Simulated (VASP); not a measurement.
Runs of VASP 6.6.1 on C. The structure is that of space group I4_1/amd (No. 141), or close to it. The cells are those of the table. 

```tsv
cell	gap on the mesh (eV)	pressure (GPa)
a = 2.635, b = 2.635, c = 2.743 Å, angles 58.6, 58.6, 62.7°, 2 atoms	(c)	(b)
a = 2.586, b = 2.586, c = 2.648 Å, angles 59.2, 59.2, 61.6°, 2 atoms	2.76	(a)
a = 2.651, b = 2.651, c = 2.774 Å, angles 58.5, 58.5, 63.1°, 2 atoms	1.66	-67.1
a = 2.618, b = 2.618, c = 2.711 Å, angles 58.8, 58.8, 62.4°, 2 atoms	2.18	-57.9
```

Alike in all rows: task single point; level LDA; potentials or basis VASP PAW LDA potentials, release 64 (C); no spin polarisation; k mesh 12 × 12 × 12; cutoff (eV) 520; smearing gaussian 0.05 eV.

Task: Estimate the missing entries.

Result: (a) -45.9; (b) -62.8; (c) 1.91.

A k mesh can miss the band edges.
